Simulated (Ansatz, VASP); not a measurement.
# NaCdCl3 in VASP and in Ansatz

The input POSCAR:

```
NaCdCl3
1.0
    5.0381224168      0.0000000000      0.0000000000
    0.0000000000      5.0381224168      0.0000000000
    0.0000000000      0.0000000000      5.2548695669
Na Cd Cl
1 1 3
Direct
    0.0000000000      0.0000000000      0.0000000000
    0.5000000000      0.5000000000      0.5000000000
    0.5000000000      0.5000000000      0.0000000000
    0.5000000000      0.0000000000      0.5000000000
    0.0000000000      0.5000000000      0.5000000000
```

File INCAR.step1:

```
ALGO = Normal
EDIFF = 1E-4
ENCUT = 520
GGA = PE
ISMEAR = 0
LASPH = True
LCHARG = False
LREAL = False
LWAVE = True
NBANDS = 28
NELM = 80
PREC = Accurate
SIGMA = 0.01
```

The input INCAR.step2:

```
ALGO = Normal
EDIFF = 1E-7
ENCUT = 520
ISIF = 2
ISMEAR = 0
ISTART = 1
LASPH = True
LCHARG = False
LMIXTAU = True
LREAL = False
LWAVE = False
METAGGA = R2SCAN
NBANDS = 28
NELM = 80
PREC = Accurate
SIGMA = 0.01
```

Contents of KPOINTS:

```
k-points
0
Gamma
  6 6 6
```

Input for Ansatz:

```yaml
crystal:
  lattice:
    - [5.0381224168, 0.0, 0.0]
    - [0.0, 5.0381224168, 0.0]
    - [0.0, 0.0, 5.2548695669]
  atoms:
    - { symbol: Na, position: [0.0, 0.0, 0.0] }
    - { symbol: Cd, position: [0.5, 0.5, 0.5] }
    - { symbol: Cl, position: [0.5, 0.5, 0.0] }
    - { symbol: Cl, position: [0.5, 0.0, 0.5] }
    - { symbol: Cl, position: [0.0, 0.5, 0.5] }
kpoints:
  mp_grid: { grid: [6, 6, 6] }
  band_path:
    path: [[0.0, 0.0, 0.0], [0.0, 0.5, 0.0], [0.5, 0.5, 0.0], [0.5, 0.5, 0.5]]
    npoints: 1
hamiltonian:
  xc: r2scan
scf:
  occupations: { method: fixed }
  n_extra_bands: 5
output:
  forces: true
  stress: true
  eigenvalues: true
```

Change from the starting cell: epitaxial_xy strain -2.5%.

Alike in both runs: task single point; functional r2SCAN; k mesh 6 × 6 × 6; no spin polarisation.

|  | VASP | Ansatz |
| --- | --- | --- |
| version | VASP 6.6.1 | Ansatz 0.2.0 |
| potentials or method | VASP PAW PBE potentials, release 64 (Na_pv, Cd, Cl) | plane waves, PAW |
| plane-wave cutoff (eV) | 520 | 500 |
| occupations | gaussian, width 0.01 eV | fixed |
| valence electrons in the cell | 40 | 50 |

```tsv
	VASP	Ansatz	Ansatz less VASP
gap on the k mesh at the Fermi level (eV)	2.52	2.55	+0.023
pressure (GPa)	1.6	1.4	-0.17
traceless stress, the component that is largest in VASP (GPa)	-1.45	-1.42	+0.030
```

VASP's potentials were made for PBE, not for r2SCAN. VASP's potentials hold 40 valence electrons a cell and Ansatz's 50, so a difference there can come from the potentials and not from the codes.
